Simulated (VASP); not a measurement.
# Li (I4/mmm) in VASP: further runs

Runs on Li. Level: r2SCAN. Tasks: single point.

Program: VASP 6.6.1. These are calculated values, not measurements. Logs are shortened: lines on timing, memory, paths and dates and some standing lists are left out, and cuts for length are marked.

### Step 1. The cell of the first run

The structure is tetragonal, space group I4/mmm (No. 139). The conventional cell has a = 3.929 Å, b = 3.929 Å, c = 2.778 Å, α = 90.00°, β = 90.00°, γ = 90.00°. Within 3.7 Å of Li (site symmetry 4/mmm) lie 10 Li at 2.78 to 3.11 Å.

### Step 2. Single point, r2SCAN

Contents of POSCAR:

```
Li
1.0
   -1.9644074722      1.9644074722      1.3888360828
    1.9644074722     -1.9644074722      1.3888360828
    1.9644074722      1.9644074722     -1.3888360828
Li
1
Direct
    0.0000000000      0.0000000000      0.0000000000
```

Contents of INCAR.step1:

```
PREC = Accurate
ENCUT = 520
ISMEAR = 0
SIGMA = 0.15
LREAL = False
LASPH = True
NELM = 80
NBANDS = 8
GGA = PE
ALGO = Normal
EDIFF = 1E-4
LWAVE = True
LCHARG = False
```

Contents of INCAR.step2:

```
PREC = Accurate
ENCUT = 520
EDIFF = 1E-6
ISMEAR = 0
SIGMA = 0.15
LREAL = False
LASPH = True
NELM = 80
ALGO = Normal
ISIF = 2
LWAVE = False
LCHARG = False
METAGGA = R2SCAN
LMIXTAU = True
NBANDS = 8
ISTART = 1
```

Contents of KPOINTS:

```
regular mesh
0
Gamma
  22 22 22
```

Potentials or basis: VASP PAW PBE potentials, release 64 (Li_sv).

The run is started by

```
cat potpaw_PBE.64/Li_sv/POTCAR > POTCAR
cp INCAR.step1 INCAR
mpirun -np 1 vasp_std > vasp.out
cp INCAR.step2 INCAR
mpirun -np 1 vasp_std > vasp.out
```

OUTCAR:

```text
PREC = Accurate
   ENCUT = 520
   EDIFF = 1E-6
   ISMEAR = 0
   LREAL = False
   LASPH = True
   NELM = 80
   ISIF = 2
   METAGGA = R2SCAN
   ISTART = 1

 ion  position               nearest neighbor table
   1  0.000  0.000  0.000-

  LATTYP: Found a body centered tetragonal cell.
 ALAT       =     3.9288149444
 C/A-ratio  =     0.7070000000

  Lattice vectors:

 A1 = (  -1.9644074722,   1.9644074722,   1.3888360828)
 A2 = (   1.9644074722,  -1.9644074722,   1.3888360828)
 A3 = (   1.9644074722,   1.9644074722,  -1.3888360828)

Analysis of symmetry for initial positions (statically):
=====================================================================
 Subroutine PRICEL returns:
 Original cell was already a primitive cell.

 Routine SETGRP: Setting up the symmetry group for a
 body centered tetragonal supercell.

 Subroutine GETGRP returns: Found 16 space group operations
 (whereof 16 operations were pure point group operations)
 out of a pool of 16 trial point group operations.

The static configuration has the point symmetry D_4h.

Analysis of symmetry for dynamics (positions and initial velocities):
=====================================================================
 Subroutine PRICEL returns:
 Original cell was already a primitive cell.

 Routine SETGRP: Setting up the symmetry group for a
 body centered tetragonal supercell.

 Subroutine GETGRP returns: Found 16 space group operations
 (whereof 16 operations were pure point group operations)
 out of a pool of 16 trial point group operations.

The dynamic configuration has the point symmetry D_4h.

 Subroutine INISYM returns: Found 16 space group operations
 (whereof 16 operations are pure point group operations),
 and found     1 'primitive' translations

----------------------------------------------------------------------------------------

                                     Primitive cell

  volume of cell :      21.4375

  direct lattice vectors                    reciprocal lattice vectors
    -1.964407472  1.964407472  1.388836083     0.000000000  0.254529677  0.360013688
     1.964407472 -1.964407472  1.388836083     0.254529677  0.000000000  0.360013688
     1.964407472  1.964407472 -1.388836083     0.254529677  0.254529677  0.000000000

  length of vectors
     3.105907130  3.105907130  3.105907130     0.440902724  0.440902724  0.359959322

  position of ions in fractional coordinates (direct lattice)
     0.000000000  0.000000000  0.000000000

  ion indices of the primitive-cell ions
   primitive index   ion index
                 1           1

----------------------------------------------------------------------------------------

 KPOINTS: regular mesh

Automatic generation of k-mesh.
 Grid dimensions read from file:
 generate k-points for:   22   22   22

 Generating k-lattice:

  Cartesian coordinates                     Fractional coordinates (reciprocal lattice)
     0.000000000  0.011569531  0.016364259     0.045454545  0.000000000  0.000000000
     0.011569531  0.000000000  0.016364259     0.000000000  0.045454545  0.000000000
     0.011569531  0.011569531  0.000000000     0.000000000  0.000000000  0.045454545

  Length of vectors
     0.020041033  0.020041033  0.016361787

  Shift w.r.t. Gamma in fractional coordinates (k-lattice)
     0.000000000  0.000000000  0.000000000

 Subroutine IBZKPT returns following result:
 ===========================================

 Found    834 irreducible k-points:

 Following reciprocal coordinates:
            Coordinates               Weight
  0.000000  0.000000  0.000000      1.000000
  0.045455  0.000000  0.000000      8.000000
  0.090909  0.000000  0.000000      8.000000
  0.136364  0.000000 -0.000000      8.000000
  0.181818  0.000000 -0.000000      8.000000
  0.227273  0.000000 -0.000000      8.000000
[... 16 lines left out ...]
  0.500000  0.045455 -0.000000     16.000000
 -0.454545  0.045455  0.000000     16.000000
 [... further k-points ...]
   k-points           NKPTS =    834   k-points in BZ     NKDIM =    834   number of bands    NBANDS=      8
   number of dos      NEDOS =    301   number of ions     NIONS =      1
   total plane-waves  NPLWV =  13824
   dimension x,y,z NGX =    24 NGY =   24 NGZ =   24
   dimension x,y,z NGXF=    48 NGYF=   48 NGZF=   48
   ions per type =               1
   NGX,Y,Z   is equivalent  to a cutoff of  12.85, 12.85, 12.85 a.u.
   NGXF,Y,Z  is equivalent  to a cutoff of  25.69, 25.69, 25.69 a.u.
 SYSTEM =  unknown system
   PREC   = accura    normal or accurate (medium, high low for compatibility)
   ISTART =      1    job   : 0-new  1-cont  2-samecut
   ICHARG =      0    charge: 1-file 2-atom 10-const
   ISPIN  =      1    spin polarized calculation?
   LNONCOLLINEAR =      F non collinear calculations
   LSORBIT =      F    spin-orbit coupling
   LASPH  =      T    aspherical Exc in radial PAW
   ENCUT  =  520.0 eV  38.22 Ry    6.18 a.u.   5.77  5.77  5.77*2*pi/ulx,y,z
   NELM   =     80;   NELMIN=  2; NELMDL=  0     # of ELM steps
   EDIFF  = 0.1E-05   stopping-criterion for ELM
   LREAL  =      F    real-space projection
   EDIFFG = 0.1E-04   stopping-criterion for IOM
   NSW    =      0    number of steps for IOM
   IBRION =     -1    ionic relax: 0-MD 1-quasi-New 2-CG
   NFREE  =      0    steps in history (QN), initial steepest desc. (CG)
   ISIF   =      2    stress and relaxation
   ISYM   =      2    0-nonsym 1-usesym 2-fastsym
   POTIM  = 0.5000    time-step for ionic-motion
   TEBEG  =    0.0;   TEEND  =   0.0 temperature during run
   PSTRESS=    0.0 pullay stress
   NELECT =       3.0000    total number of electrons
   NUPDOWN=      -1.0000    fix difference up-down
   EMIN   =  10.00;   EMAX   =-10.00  energy-range for DOS
   EFERMI =   0.00;   METHOD = LEGACY
   ISMEAR =     0;   SIGMA  =   0.15  broadening in eV -4-tet -1-fermi 0-gaus
   EFERMI_NEDOS =   21; number of points for ismear=-14 and -15
   IALGO  =     38    algorithm
   IMIX   =      4    mixing-type and parameters
     AMIX     =   0.40;   BMIX     =  1.00
     AMIX_MAG =   1.60;   BMIX_MAG =  1.00
  volume/ion in A,a.u.               =      21.44       144.67
  Fermi-wavevector in a.u.,A,eV,Ry     =   0.849944  1.606162  9.828924  0.722406
  Thomas-Fermi vector in A             =   1.965845
[... 36 lines left out ...]
      4      13.2007      0.00000
      5      15.2463      0.00000
      6      18.0911      0.00000
      7      19.3156      0.00000
      8      24.8344      0.00000

 k-point     2 :       0.0455    0.0000    0.0000
  band No.  band energies     occupation
      1     -47.8506      2.00000
      2      -3.2059      2.00000
      3      12.9023      0.00000
      4      13.1609      0.00000
      5      15.6560      0.00000
      6      17.6217      0.00000
      7      19.8185      0.00000
      8      23.1457      0.00000

 k-point     3 :       0.0909    0.0000    0.0000
  band No.  band energies     occupation
      1     -47.8489      2.00000
      2      -3.0576      2.00000
      3      12.3442      0.00000
      4      13.0347      0.00000
      5      16.5335      0.00000
      6      16.7981      0.00000
      7      20.6777      0.00000
      8      21.3300      0.00000

 k-point     4 :       0.1364    0.0000   -0.0000
  band No.  band energies     occupation
      1     -47.8463      2.00000
      2      -2.8099      2.00000
      3      11.7982      0.00000
      4      12.8052      0.00000
      5      15.7814      0.00000
      6      17.5034      0.00000
      7      19.8040      0.00000
      8      20.3473      0.00000

 k-point     5 :       0.1818    0.0000   -0.0000
  band No.  band energies     occupation
      1     -47.8429      2.00000
      2      -2.4630      2.00000
      3      11.3357      0.00000
      4      12.4407      0.00000
      5      14.5266      0.00000
      6      17.8159      0.00000
      7      18.8106      0.00000
      8      19.9671      0.00000

 k-point     6 :       0.2273    0.0000   -0.0000
  band No.  band energies     occupation
      1     -47.8391      2.00000
      2      -2.0170      2.00000
      3      10.9763      0.00000
      4      11.8153      0.00000
      5      13.2581      0.00000
      6      16.9648      0.00000
      7      18.2390      0.00000
      8      21.0248      0.00000

 k-point     7 :       0.2727    0.0000    0.0000
  band No.  band energies     occupation
      1     -47.8351      2.00000
      2      -1.4734      2.00000
      3      10.6690      0.00000
      4      10.7253      0.00000
      5      12.4303      0.00000
      6      15.9300      0.00000
      7      17.9072      0.00000
      8      22.2944      0.00000

 k-point     8 :       0.3182    0.0000   -0.0000
  band No.  band energies     occupation
      1     -47.8312      2.00000
      2      -0.8372      2.00000
      3       9.2257      0.00000
      4      10.5808      0.00000
      5      11.9616      0.00000
      6      14.9749      0.00000
      7      17.6940      0.00000
      8      22.1639      0.00000

 k-point     9 :       0.3636   -0.0000    0.0000
  band No.  band energies     occupation
      1     -47.8279      2.00000
      2      -0.1222      2.00000
      3       7.7904      0.00000
      4      10.5332      0.00000
      5      11.6357      0.00000
      6      14.1534      0.00000
      7      17.5461      0.00000
      8      22.0220      0.00000

 k-point    10 :       0.4091    0.0000    0.0000
  band No.  band energies     occupation
      1     -47.8252      2.00000
      2       0.6368      0.20105
      3       6.4903      0.00000
      4      10.5623      0.00000
      5      11.4070      0.00000
      6      13.4996      0.00000
      7      17.4474      0.00000
      8      21.8624      0.00000
[... 78 lines left out ...]
 k-point    18 :       0.2727    0.0455    0.0000
  band No.  band energies     occupation
      1     -47.8318      2.00000
      2      -1.0350      2.00000
      3       9.7574      0.00000
      4      11.0351      0.00000
      5      12.1699      0.00000
      6      14.8955      0.00000
      7      17.4660      0.00000
      8      21.2677      0.00000

 k-point    19 :       0.3182    0.0455   -0.0000
  band No.  band energies     occupation
      1     -47.8284      2.00000
      2      -0.3455      2.00000
      3       8.3202      0.00000
      4      10.8471      0.00000
      5      11.7100      0.00000
      6      14.2111      0.00000
      7      17.3439      0.00000
      8      21.3651      0.00000

 k-point    20 :       0.3636    0.0455   -0.0000
  band No.  band energies     occupation
      1     -47.8256      2.00000
      2       0.4043      1.63879
      3       6.9527      0.00000
      4      10.7902      0.00000
      5      11.2876      0.00000
      6      13.7165      0.00000
      7      17.2831      0.00000
      8      21.4484      0.00000

 k-point    21 :       0.4091    0.0455   -0.0000
  band No.  band energies     occupation
      1     -47.8238      2.00000
      2       1.1424      0.00000
      3       5.7953      0.00000
      4      10.7519      0.00000
      5      10.9580      0.00000
      6      13.4428      0.00000
      7      17.2844      0.00000
      8      21.4905      0.00000

 k-point    22 :       0.4545    0.0455   -0.0000
  band No.  band energies     occupation
      1     -47.8230      2.00000
      2       1.6492      0.00000
      3       5.0865      0.00000
      4      10.4860      0.00000
      5      10.9592      0.00000
      6      13.4028      0.00000
      7      17.3472      0.00000
      8      21.5302      0.00000

 k-point    23 :       0.5000    0.0455   -0.0000
  band No.  band energies     occupation
      1     -47.8233      2.00000
      2       1.5436      0.00000
      3       5.2108      0.00000
      4      10.2073      0.00000
      5      11.0870      0.00000
      6      13.5889      0.00000
      7      17.4634      0.00000
      8      21.6200      0.00000

 k-point    24 :      -0.4545    0.0455    0.0000
  band No.  band energies     occupation
      1     -47.8248      2.00000
      2       0.9247      0.00007
      3       6.0647      0.00000
      4      10.0079      0.00000
      5      11.2727      0.00000
      6      13.9793      0.00000
      7      17.6245      0.00000
      8      21.7979      0.00000

 [... further k-points ...]
[... 5 lines left out ...]
  --------------------------------------------------------------------------------------
  -------------------------------------------------------------------------------------
  Total       -0.2959113     -0.2959113      0.4331262      0.0000000      0.0000000      0.0000000
  in kB      -22.1155642    -22.1155642     32.3706146      0.0000000      0.0000000      0.0000000
  external PRESSURE =      -3.9535046 kB  Pullay stress =       0.0000000 kB

 VOLUME and BASIS-vectors are now :
 -----------------------------------------------------------------------------
  energy-cutoff  :      520.00
  volume of cell :       21.44
      direct lattice vectors                 reciprocal lattice vectors
    -1.964407472  1.964407472  1.388836083     0.000000000  0.254529677  0.360013688
     1.964407472 -1.964407472  1.388836083     0.254529677  0.000000000  0.360013688
     1.964407472  1.964407472 -1.388836083     0.254529677  0.254529677  0.000000000

 POSITION                                       TOTAL-FORCE (eV/Angst)
 -----------------------------------------------------------------------------------
      0.00000      0.00000      0.00000         0.000000      0.000000      0.000000
 -----------------------------------------------------------------------------------
    total drift:                                0.000000      0.000000     -0.000000

  FREE ENERGIE OF THE ION-ELECTRON SYSTEM (eV)
  ---------------------------------------------------
  free  energy   TOTEN  =        -2.3336043158 eV

  energy  without entropy=       -2.3292899924  energy(sigma->0) =       -2.33144715
```

It took 2.5 min on 1 thread of Intel Xeon 6975P-C (Granite Rapids), shared host; peak memory 0.22 GiB.

Results:

| Item | Value |
| --- | --- |
| Free energy | -2.3336 eV |
| Band gap on the k mesh | zero (an odd number of electrons rules out a gap without spin polarisation) |

Levels at points of the mesh, in eV from the Fermi level:
```tsv
k point	band 1	band 2	band 3	band 4	band 5	band 6
(0.00, 0.00, 0.00)	-48.35	-3.76	12.70	12.70	14.75	17.59
(0.50, 0.00, 0.00)	-48.32	1.16	4.52	10.16	10.72	12.40
(0.50, 0.50, 0.00)	-48.34	-0.69	1.99	15.48	16.04	19.32
(0.50, 0.50, 0.50)	-48.33	3.45	3.45	5.81	8.29	12.77
```

Caveat: the cutoff is under 1.25 times the usual one of these potentials, so pressure, stress and relaxed cells hold a basis-set (Pulay) error; the PAW data sets were made with another functional, which shifts forces and pressure a little.

### Step 3. Single point, r2SCAN

Contents of POSCAR:

```
Li
1.0
   -1.8474175860      1.8474175860      1.5703049481
    1.8474175860     -1.8474175860      1.5703049481
    1.8474175860      1.8474175860     -1.5703049481
Li
1
Direct
    0.0000000000      0.0000000000      0.0000000000
```

Contents of INCAR.step1:

```
ALGO = Normal
EDIFF = 1E-4
ENCUT = 520
GGA = PE
ISMEAR = 0
LASPH = True
LCHARG = False
LREAL = False
LWAVE = True
NBANDS = 8
NELM = 60
PREC = Accurate
SIGMA = 0.15
```

Contents of INCAR.step2:

```
ALGO = Normal
EDIFF = 1E-7
ENCUT = 520
ISIF = 2
ISMEAR = 0
ISTART = 1
LASPH = True
LCHARG = False
LMIXTAU = True
LREAL = False
LWAVE = False
METAGGA = R2SCAN
NBANDS = 8
NELM = 60
PREC = Accurate
SIGMA = 0.15
```

Contents of KPOINTS:

```
k-points
0
Gamma
  22 22 22
```

Potentials or basis: VASP PAW PBE potentials, release 64 (Li_sv).

The run is started by

```
cat potpaw_PBE.64/Li_sv/POTCAR > POTCAR
cp INCAR.step1 INCAR
mpirun -np 1 vasp_std > vasp.out
cp INCAR.step2 INCAR
mpirun -np 1 vasp_std > vasp.out
```

Wall time 3.7 min (1 thread of Intel Xeon 6975P-C (Granite Rapids), shared host); peak memory 0.22 GiB.

It converged, with:

* Free energy: -2.3793 eV
* Band gap on the k mesh: zero (an odd number of electrons rules out a gap without spin polarisation)

Levels at points of the mesh, in eV from the Fermi level:
| k point | band 1 | band 2 | band 3 | band 4 | band 5 | band 6 |
| --- | --- | --- | --- | --- | --- | --- |
| (0.00, 0.00, 0.00) | -48.27 | -3.77 | 14.74 | 14.74 | 16.77 | 17.28 |
| (0.50, 0.00, 0.00) | -48.25 | 0.61 | 3.78 | 10.43 | 11.55 | 13.02 |
| (0.50, 0.50, 0.00) | -48.25 | -0.22 | 2.70 | 13.00 | 14.81 | 16.51 |
| (0.50, 0.50, 0.50) | -48.24 | 4.65 | 4.65 | 6.85 | 8.64 | 8.72 |

Caveat: the cutoff is under 1.25 times the usual one of these potentials, so pressure, stress and relaxed cells hold a basis-set (Pulay) error; the PAW data sets were made with another functional, which shifts forces and pressure a little.

### Step 4. Single point, r2SCAN

Contents of POSCAR:

```
Li
1.0
   -1.6468130505      1.6468130505      1.9761756607
    1.6468130505     -1.6468130505      1.9761756607
    1.6468130505      1.6468130505     -1.9761756607
Li
1
Direct
    0.0000000000      0.0000000000      0.0000000000
```

Contents of INCAR.step1:

```
SYSTEM = Li
ALGO = Normal
EDIFF = 1E-4
ENCUT = 520
GGA = PE
ISMEAR = 0
LASPH = .True.
LCHARG = .False.
LREAL = .False.
LWAVE = .True.
NBANDS = 8
NELM = 80
PREC = Accurate
SIGMA = 0.15
```

Contents of INCAR.step2:

```
SYSTEM = Li
ALGO = Normal
EDIFF = 1E-7
ENCUT = 520
ISIF = 2
ISMEAR = 0
ISTART = 1
LASPH = .True.
LCHARG = .True.
LELF = .True.
LMIXTAU = .True.
LREAL = .False.
LVHAR = .True.
LWAVE = .False.
METAGGA = R2SCAN
NBANDS = 8
NELM = 80
PREC = Accurate
SIGMA = 0.15
```

Contents of KPOINTS:

```
k-points
0
Gamma
  22 22 22
  0 0 0
```

The run is started by

```
cat potpaw_PBE.64/Li_sv/POTCAR > POTCAR
cp INCAR.step1 INCAR
mpirun -np 1 vasp_std > vasp.out
cp INCAR.step2 INCAR
mpirun -np 1 vasp_std > vasp.out
```

Wall time 3.9 min (1 thread of Intel Xeon 6975P-C (Granite Rapids), shared host); peak memory 0.22 GiB.

It converged, with:

| Item | Value |
| --- | --- |
| Free energy | -2.3851 eV |
| Band gap on the k mesh | zero (an odd number of electrons rules out a gap without spin polarisation) |

Levels at points of the mesh, in eV from the Fermi level:
| k point | band 1 | band 2 | band 3 | band 4 | band 5 | band 6 |
| --- | --- | --- | --- | --- | --- | --- |
| (0.00, 0.00, 0.00) | -48.24 | -3.78 | 15.31 | 15.62 | 15.62 | 18.80 |
| (0.50, 0.00, 0.00) | -48.23 | 0.06 | 3.08 | 12.18 | 13.71 | 15.37 |
| (0.50, 0.50, 0.00) | -48.22 | 0.93 | 4.11 | 9.64 | 10.40 | 11.96 |
| (0.50, 0.50, 0.50) | -48.22 | 3.35 | 6.35 | 7.39 | 7.39 | 9.37 |

Caveat: the cutoff is under 1.25 times the usual one of these potentials, so pressure, stress and relaxed cells hold a basis-set (Pulay) error; the PAW data sets were made with another functional, which shifts forces and pressure a little.

### Step 5. Overview

```tsv
cell	gap on the mesh (eV)
a = 3.106 Å, angles 101.5, 101.5, 126.9°, 1 atom	none
a = 3.048 Å, angles 105.4, 105.4, 118.0°, 1 atom	none
a = 3.054 Å, angles 114.7, 114.7, 99.4°, 1 atom	none
```

Alike in all rows: task single point; level r2SCAN; potentials or basis VASP PAW PBE potentials, release 64 (Li_sv); no spin polarisation; k mesh 22 × 22 × 22; cutoff (eV) 520; smearing gaussian 0.15 eV.

Caveats: the cutoff is under 1.25 times the usual one of these potentials, so pressure, stress and relaxed cells hold a basis-set (Pulay) error; the PAW data sets were made with another functional, which shifts forces and pressure a little.

Absolute energies hang on the potentials; compare differences alone.
